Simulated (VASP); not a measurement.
Wanted: the native input for a VASP 6.6.1 run.

* Task: single point
* Functional: PBE
* Dispersion: D3(BJ)
* Potentials or basis: VASP PAW PBE potentials, release 64 (Zr_sv)
* Cutoff: 520 eV
* k mesh: 9 × 9 × 5
* Occupations: fermi-dirac, width 0.05 eV
* Spin: no spin polarisation
* Dipole correction: no
* Further INCAR settings: ALGO = Normal; EDIFF = 1e-07; NBANDS = 19

The structure of Zr lies in POSCAR:

```
Zr
1.0
    3.1813543436      0.0000000000      0.0000000000
   -1.5906771718      2.7551336800      0.0000000000
    0.0000000000      0.0000000000      5.1230143146
Zr
2
Direct
    0.6666666667      0.3333333333      0.7500000000
    0.3333333333      0.6666666667      0.2500000000
```

One way to write it, as run:

INCAR

```
PREC = Accurate
ENCUT = 520
EDIFF = 1E-7
ISMEAR = -1
SIGMA = 0.05
LREAL = False
LASPH = True
NELM = 60
ALGO = Normal
ISIF = 2
LWAVE = False
LCHARG = False
GGA = PE
IVDW = 12
NBANDS = 19
```

KPOINTS

```
Automatic mesh
0
Gamma
  9 9 5
```

Potentials or basis: VASP PAW PBE potentials, release 64 (Zr_sv).

Launch:

```sh
$ cat potpaw_PBE.64/Zr_sv/POTCAR > POTCAR
$ mpirun -np 1 vasp_std > vasp.out
```

It gave:

```
Pressure                   : 0.0 GPa
Band gap on the k mesh     : zero (band 12 reaches 10.29 eV, above the bottom of band 13 at 9.15 eV)
Dispersion energy per atom : -0.549 eV
```

Caveat: pairwise dispersion overbinds metals, which lowers pressure and volume.

Run time: 8.9 s on 1 thread of Intel(R) Xeon(R) 6975P-C (Granite Rapids), on a shared host, peak memory 0.17 GiB.
